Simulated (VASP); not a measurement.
A run of VASP 6.6.1 is set up as follows.

Contents of INCAR:

```
PREC = Accurate
ENCUT = 520
EDIFF = 1E-7
ISMEAR = 0
SIGMA = 0.15
LREAL = False
LASPH = True
NELM = 100
ALGO = Normal
ISIF = 2
LWAVE = False
LCHARG = False
GGA = PS
NBANDS = 38
```

KPOINTS

```
regular mesh
0
Gamma
  6 10 8
```

Contents of POSCAR:

```
HfSi
1.0
    6.6171575704      0.0000000000      0.0000000000
    0.0000000000      3.6468506403      0.0000000000
    0.0000000000      0.0000000000      5.3577962285
Hf Si
4 4
Direct
    0.1755908222      0.2500000000      0.1264896848
    0.3244091778      0.7500000000      0.6264896848
    0.6755908222      0.2500000000      0.3735103152
    0.8244091778      0.7500000000      0.8735103152
    0.0430603597      0.2500000000      0.6402012503
    0.4569396403      0.7500000000      0.1402012503
    0.5430603597      0.2500000000      0.8597987497
    0.9569396403      0.7500000000      0.3597987497
```

Potentials or basis: VASP PAW PBE potentials, release 64 (Hf_pv, Si).

Launch:

```sh
$ cat potpaw_PBE.64/Hf_pv/POTCAR potpaw_PBE.64/Si/POTCAR > POTCAR
$ mpirun -np 1 vasp_std > vasp.out
```

Estimate the band gap on the k mesh.

zero (bands 28 and 29 overlap by 0.39 eV).

Estimate the pressure.

5.9 GPa.

Predict the largest force.

0.500 eV/Å.

Forces on the atoms (eV/Å):
```
Hf  -0.469  0.000 -0.172
Hf   0.469  0.000 -0.172
Hf  -0.469  0.000  0.172
Hf   0.469  0.000  0.172
Si  -0.112  0.000 -0.040
Si   0.112  0.000 -0.040
Si  -0.112  0.000  0.040
Si   0.112  0.000  0.040
```

Caveat: the cell differs from its parent crystal (strain -0.030 along x and y, +0.030 along z); the cell stands under pressure; the PAW data sets were made with another functional, which shifts forces and pressure a little; spin-orbit coupling is left out, which moves the levels of the heavy elements.
